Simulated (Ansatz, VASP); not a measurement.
One calculation of BeHN2, two programs

```xyz
4
Lattice="1.3634 0.7872 3.8427 -1.3634 0.7872 3.8427 0.0000 -1.5743 3.8427" Properties=species:S:1:pos:R:3 pbc="T T T"
Be    0.0000    0.0000    0.0000
H     0.0000    0.0000    5.7641
N     0.0000    0.0000    2.9914
N     0.0000    0.0000    8.5367
```

Change from the starting cell: species swapped into the Ca2AsI type (R-3m, No. 166).

Alike in both runs: task relaxation of cell and atoms; functional PBE; k mesh 18 × 18 × 18; occupations gaussian, width 0.1 eV; no spin polarisation.

|  | VASP | Ansatz |
| --- | --- | --- |
| version | VASP 6.6.1 | Ansatz 0.2.0 |
| potentials or method | VASP PAW PBE potentials, release 64 (Be, H, N), cutoff 600 eV | scalar-relativistic, plane waves, PAW |
| valence electrons in the cell | 13 | 13 |

Ansatz gave:

```
gap on the k mesh at the Fermi level, each at its own relaxed structure (eV)  : none
relaxed volume (Å³/atom)                                                      : 6.10
relaxed length of the cell vector where the two differ most in proportion (Å) : 4.110
```

**Question.** Which values does VASP return?

**Answer.** gap on the k mesh at the Fermi level, each at its own relaxed structure (eV): none; relaxed volume (Å³/atom): 6.09; relaxed length of the cell vector where the two differ most in proportion (Å): 4.105.

A gap of «none» marks a metal or a gap that the smearing closes.
